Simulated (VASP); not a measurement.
# BP (lda) (F-43m) in VASP: notebook, part 2 of 2

VASP 6.6.1.

## 5. Single point, LDA

This run uses another cell than the first one, of 11.32 Å³/atom, 0.969 times its volume.

INCAR reads:

```
SYSTEM = BP
  ALGO = Normal
  EDIFF = 1E-6
  ENCUT = 500
  GGA_COMPAT = .FALSE.
  ISIF = 2
  ISMEAR = 0
  LASPH = .TRUE.
  LCHARG = .FALSE.
  LREAL = .FALSE.
  LWAVE = .FALSE.
  NBANDS = 11
  NELM = 120
  PREC = Accurate
  SIGMA = 0.02
```

KPOINTS reads:

```
k-points
0
G
  10 10 10
  0 0 0
```

POSCAR reads:

```
BP
1.0
    0.0000000000      2.2452369710      2.2452369710
    2.2452369710      0.0000000000      2.2452369710
    2.2452369710      2.2452369710      0.0000000000
B P
1 1
Direct
    0.0000000000      0.0000000000      0.0000000000
    0.2500000000      0.2500000000      0.2500000000
```

Potentials or basis: VASP PAW LDA potentials, release 64 (B, P).

Launch:

```console
> cat potpaw_LDA.64/B/POTCAR potpaw_LDA.64/P/POTCAR > POTCAR
> mpirun -np 1 vasp_std > vasp.out
```

OUTCAR:

```text
SYSTEM = BP
   EDIFF = 1E-6
   ENCUT = 500
   ISIF = 2
   ISMEAR = 0
   LASPH = .TRUE.
   LREAL = .FALSE.
   NELM = 120
   PREC = Accurate

 ion  position               nearest neighbor table
   1  0.000  0.000  0.000-   2 1.94   2 1.94   2 1.94   2 1.94
   2  0.250  0.250  0.250-   1 1.94   1 1.94   1 1.94   1 1.94

  LATTYP: Found a face centered cubic cell.
 ALAT       =     4.4904739420

  Lattice vectors:

 A1 = (   0.0000000000,   2.2452369710,   2.2452369710)
 A2 = (   2.2452369710,   0.0000000000,   2.2452369710)
 A3 = (   2.2452369710,   2.2452369710,   0.0000000000)

Analysis of symmetry for initial positions (statically):
=====================================================================
 Subroutine PRICEL returns:
 Original cell was already a primitive cell.

 Routine SETGRP: Setting up the symmetry group for a
 face centered cubic supercell.

 Subroutine GETGRP returns: Found 24 space group operations
 (whereof 24 operations were pure point group operations)
 out of a pool of 48 trial point group operations.

The static configuration has the point symmetry T_d .

Analysis of symmetry for dynamics (positions and initial velocities):
=====================================================================
 Subroutine PRICEL returns:
 Original cell was already a primitive cell.

 Routine SETGRP: Setting up the symmetry group for a
 face centered cubic supercell.

 Subroutine GETGRP returns: Found 24 space group operations
 (whereof 24 operations were pure point group operations)
 out of a pool of 48 trial point group operations.

The dynamic configuration has the point symmetry T_d .

 Subroutine INISYM returns: Found 24 space group operations
 (whereof 24 operations are pure point group operations),
 and found     1 'primitive' translations

----------------------------------------------------------------------------------------

                                     Primitive cell

  volume of cell :      22.6369

  direct lattice vectors                    reciprocal lattice vectors
     0.000000000  2.245236971  2.245236971    -0.222693643  0.222693643  0.222693643
     2.245236971  0.000000000  2.245236971     0.222693643 -0.222693643  0.222693643
     2.245236971  2.245236971  0.000000000     0.222693643  0.222693643 -0.222693643

  length of vectors
     3.175244575  3.175244575  3.175244575     0.385716704  0.385716704  0.385716704

  position of ions in fractional coordinates (direct lattice)
     0.000000000  0.000000000  0.000000000
     0.250000000  0.250000000  0.250000000

  ion indices of the primitive-cell ions
   primitive index   ion index
                 1           1
                 2           2

----------------------------------------------------------------------------------------

 KPOINTS: k-points

Automatic generation of k-mesh.
 Grid dimensions read from file:
 generate k-points for:   10   10   10

 Generating k-lattice:

  Cartesian coordinates                     Fractional coordinates (reciprocal lattice)
    -0.022269364  0.022269364  0.022269364     0.100000000  0.000000000  0.000000000
     0.022269364 -0.022269364  0.022269364     0.000000000  0.100000000  0.000000000
     0.022269364  0.022269364 -0.022269364     0.000000000  0.000000000  0.100000000

  Length of vectors
     0.038571670  0.038571670  0.038571670

  Shift w.r.t. Gamma in fractional coordinates (k-lattice)
     0.000000000  0.000000000  0.000000000

 Subroutine IBZKPT returns following result:
 ===========================================

 Found     47 irreducible k-points:

 Following reciprocal coordinates:
            Coordinates               Weight
  0.000000  0.000000  0.000000      1.000000
  0.100000  0.000000  0.000000      8.000000
  0.200000  0.000000  0.000000      8.000000
  0.300000  0.000000  0.000000      8.000000
  0.400000  0.000000  0.000000      8.000000
  0.500000  0.000000  0.000000      4.000000
[... 16 lines left out ...]
  0.300000  0.300000  0.000000      6.000000
  0.400000  0.300000  0.000000     24.000000
 [... further k-points ...]
   k-points           NKPTS =     47   k-points in BZ     NKDIM =     47   number of bands    NBANDS=     11
   number of dos      NEDOS =    301   number of ions     NIONS =      2
   total plane-waves  NPLWV =  13824
   dimension x,y,z NGX =    24 NGY =   24 NGZ =   24
   dimension x,y,z NGXF=    48 NGYF=   48 NGZF=   48
   ions per type =               1   1
   NGX,Y,Z   is equivalent  to a cutoff of  12.57, 12.57, 12.57 a.u.
   NGXF,Y,Z  is equivalent  to a cutoff of  25.13, 25.13, 25.13 a.u.
 SYSTEM =  BP
   PREC   = accura    normal or accurate (medium, high low for compatibility)
   ISTART =      0    job   : 0-new  1-cont  2-samecut
   ICHARG =      2    charge: 1-file 2-atom 10-const
   ISPIN  =      1    spin polarized calculation?
   LNONCOLLINEAR =      F non collinear calculations
   LSORBIT =      F    spin-orbit coupling
   LASPH  =      T    aspherical Exc in radial PAW
   ENCUT  =  500.0 eV  36.75 Ry    6.06 a.u.   5.79  5.79  5.79*2*pi/ulx,y,z
   NELM   =    120;   NELMIN=  2; NELMDL= -5     # of ELM steps
   EDIFF  = 0.1E-05   stopping-criterion for ELM
   LREAL  =      F    real-space projection
   EDIFFG = 0.1E-04   stopping-criterion for IOM
   NSW    =      0    number of steps for IOM
   IBRION =     -1    ionic relax: 0-MD 1-quasi-New 2-CG
   NFREE  =      0    steps in history (QN), initial steepest desc. (CG)
   ISIF   =      2    stress and relaxation
   ISYM   =      2    0-nonsym 1-usesym 2-fastsym
   POTIM  = 0.5000    time-step for ionic-motion
   TEBEG  =    0.0;   TEEND  =   0.0 temperature during run
   PSTRESS=    0.0 pullay stress
   NELECT =       8.0000    total number of electrons
   NUPDOWN=      -1.0000    fix difference up-down
   EMIN   =  10.00;   EMAX   =-10.00  energy-range for DOS
   EFERMI =   0.00;   METHOD = LEGACY
   ISMEAR =     0;   SIGMA  =   0.02  broadening in eV -4-tet -1-fermi 0-gaus
   EFERMI_NEDOS =   21; number of points for ismear=-14 and -15
   IALGO  =     38    algorithm
   IMIX   =      4    mixing-type and parameters
     AMIX     =   0.40;   BMIX     =  1.00
     AMIX_MAG =   1.60;   BMIX_MAG =  1.00
  volume/ion in A,a.u.               =      11.32        76.38
  Fermi-wavevector in a.u.,A,eV,Ry     =   1.157442  2.187249 18.227350  1.339672
  Thomas-Fermi vector in A             =   2.294054
   LORBIT       =      0    0 simple, 1 ext, 2 COOP (PROOUT), +10 PAW based schemes
   GGA     = CA    functional components
   LHFCALC =     F    Hartree Fock is set to
   AEXX    =    0.0000 exact exchange contribution
   IVDW    =     0    specifies the selected vdW correction
   LEPSILON=     F    determine dielectric tensor
   LRPA    =     F    only Hartree local field effects (RPA)
 non-spin polarized calculation
 Gauss-broadening in eV      SIGMA  =   0.02
  energy-cutoff  :      500.00
  volume of cell :       22.64
 maximum number of plane-waves:       589
   NGX = 11   NGY = 11   NGZ = 11

 number of electron       8.0000001 magnetization

 Free energy of the ion-electron system (eV)
  ---------------------------------------------------
  ext. energy  EPLUGINS =         0.00000000
  ---------------------------------------------------
  free energy    TOTEN  =       -14.39907807 eV

  energy without entropy =      -14.39907807  energy(sigma->0) =      -14.39907807

 E-fermi :   7.8975     XC(G=0): -11.2188

 val. band max:        7.7870172142   @ k =   0.0000   0.0000   0.0000
 cond. band min:       8.9376941035   @ k =   0.4000   0.4000   0.0000
 fundamental gap:      1.1506768892
 Fermi energy:         7.8974742441

 k-point     1 :       0.0000    0.0000    0.0000
  band No.  band energies     occupation
      1      -7.8843      2.00000
      2       7.7870      2.00000
      3       7.7870      2.00000
      4       7.7870      2.00000
      5      11.2159      0.00000
      6      11.2159      0.00000
      7      11.2159      0.00000
      8      15.6418      0.00000
      9      19.2686      0.00000
     10      20.0621      0.00000
     11      20.0621      0.00000
[... 309 lines left out ...]
 k-point    24 :       0.4000    0.3000    0.0000
  band No.  band energies     occupation
      1      -4.8666      2.00000
      2       1.6318      2.00000
      3       3.6252      2.00000
      4       4.1817      2.00000
      5       9.5264      0.00000
      6      11.3222      0.00000
      7      17.4026      0.00000
      8      17.4277      0.00000
      9      21.9898      0.00000
     10      23.2504      0.00000
     11      25.0908      0.00000

 [... further k-points ...]
[... 5 lines left out ...]
  --------------------------------------------------------------------------------------
  -------------------------------------------------------------------------------------
  Total       -0.0151536     -0.0151536     -0.0151536     -0.0000000      0.0000000     -0.0000000
  in kB       -1.0725294     -1.0725294     -1.0725294     -0.0000000      0.0000000     -0.0000000
  external PRESSURE =      -1.0725294 kB  Pullay stress =       0.0000000 kB

 VOLUME and BASIS-vectors are now :
 -----------------------------------------------------------------------------
  energy-cutoff  :      500.00
  volume of cell :       22.64
      direct lattice vectors                 reciprocal lattice vectors
     0.000000000  2.245236971  2.245236971    -0.222693643  0.222693643  0.222693643
     2.245236971  0.000000000  2.245236971     0.222693643 -0.222693643  0.222693643
     2.245236971  2.245236971  0.000000000     0.222693643  0.222693643 -0.222693643

 POSITION                                       TOTAL-FORCE (eV/Angst)
 -----------------------------------------------------------------------------------
      0.00000      0.00000      0.00000         0.000000      0.000000      0.000000
      1.12262      1.12262      1.12262        -0.000000     -0.000000     -0.000000
 -----------------------------------------------------------------------------------
    total drift:                                0.000000      0.000000      0.000000

  FREE ENERGIE OF THE ION-ELECTRON SYSTEM (eV)
  ---------------------------------------------------
  free  energy   TOTEN  =       -14.3990780699 eV

  energy  without entropy=      -14.3990780699  energy(sigma->0) =      -14.39907807
```

OSZICAR:

```text
N       E                     dE             d eps       ncg     rms          rms(c)
DAV:   1     0.796809592608E+01    0.79681E+01   -0.38899E+03  1034   0.633E+02
DAV:   2    -0.146912879153E+02   -0.22659E+02   -0.21543E+02  1364   0.110E+02
DAV:   3    -0.152969522960E+02   -0.60566E+00   -0.60375E+00  1306   0.159E+01
DAV:   4    -0.152992062411E+02   -0.22539E-02   -0.22537E-02  1181   0.110E+00
DAV:   5    -0.152992176219E+02   -0.11381E-04   -0.11381E-04  1280   0.797E-02    0.768E+00
DAV:   6    -0.145349453466E+02    0.76427E+00   -0.17097E+00  1172   0.569E+00    0.404E+00
DAV:   7    -0.144119820264E+02    0.12296E+00   -0.28414E-01  1283   0.266E+00    0.132E+00
DAV:   8    -0.143990353028E+02    0.12947E-01   -0.32414E-02  1198   0.975E-01    0.231E-01
DAV:   9    -0.143990813327E+02   -0.46030E-04   -0.80691E-04  1190   0.199E-01    0.165E-01
DAV:  10    -0.143990762259E+02    0.51068E-05   -0.12638E-04  1139   0.639E-02    0.355E-02
DAV:  11    -0.143990785796E+02   -0.23537E-05   -0.82420E-06  1256   0.144E-02    0.433E-02
DAV:  12    -0.143990780699E+02    0.50966E-06   -0.27492E-06   740   0.701E-03
   1 F= -.14399078E+02 E0= -.14399078E+02  d E =-.191749E-17
```

stdout:

```text
POSCAR found type information on POSCAR B P
 POSCAR found :  2 types and       2 ions
 scaLAPACK will be used
 LDA part: xc-table for (Slater(with rela. corr.)+CA(PZ))
 , standard interpolation
 POSCAR, INCAR and KPOINTS ok, starting setup
 FFT: planning ... GRIDC
 FFT: planning ... GRID_SOFT
 FFT: planning ... GRID
 WAVECAR not read
 entering main loop
```

Run time: 3.6 s. Hardware: 1 thread of Intel Xeon 6975P-C (Granite Rapids), shared host; peak memory 0.12 GiB.

What came out:

| Property | Result |
| --- | --- |
| Free energy | -14.3991 eV |
| Pressure | -0.1 GPa |
| Band gap on the k mesh | 1.15 eV, indirect (least direct gap 3.43 eV) |

Levels at points of the mesh, in eV from the valence-band top:
| k point | band 1 | band 2 | band 3 | band 4 | band 5 | band 6 | band 7 | band 8 |
| --- | --- | --- | --- | --- | --- | --- | --- | --- |
| (0.00, 0.00, 0.00) | -15.67 | 0.00 | 0.00 | 0.00 | 3.43 | 3.43 | 3.43 | 7.85 |
| (0.50, 0.00, 0.00) | -12.22 | -9.24 | -1.79 | -1.79 | 3.97 | 4.70 | 4.70 | 10.03 |
| (0.50, 0.50, 0.00) | -10.67 | -8.65 | -4.22 | -4.22 | 1.24 | 1.53 | 12.30 | 12.30 |

A k mesh can miss the band edges. As with any semilocal functional, this LDA gap is likely too small.

## 6. Summary

| cell | k mesh | smearing | gap on the mesh (eV) | pressure (GPa) |
| --- | --- | --- | --- | --- |
| a = 3.209 Å, angles 60.0°, 2 atoms | 6 × 6 × 6 | gaussian 0.1 eV | 1.30 | -5.2 |
| a = 3.110 Å, angles 60.0°, 2 atoms | 10 × 10 × 10 | gaussian 0.02 eV | 1.08 | 12.0 |
| a = 3.077 Å, angles 60.0°, 2 atoms | 10 × 10 × 10 | gaussian 0.02 eV | 1.04 | 19.6 |
| a = 3.175 Å, angles 60.0°, 2 atoms | 10 × 10 × 10 | gaussian 0.02 eV | 1.15 | -0.1 |

Alike in all rows: task single point; level LDA; potentials or basis VASP PAW LDA potentials, release 64 (B, P); no spin polarisation; cutoff (eV) 500.

Absolute energies hang on the potentials; compare differences alone.
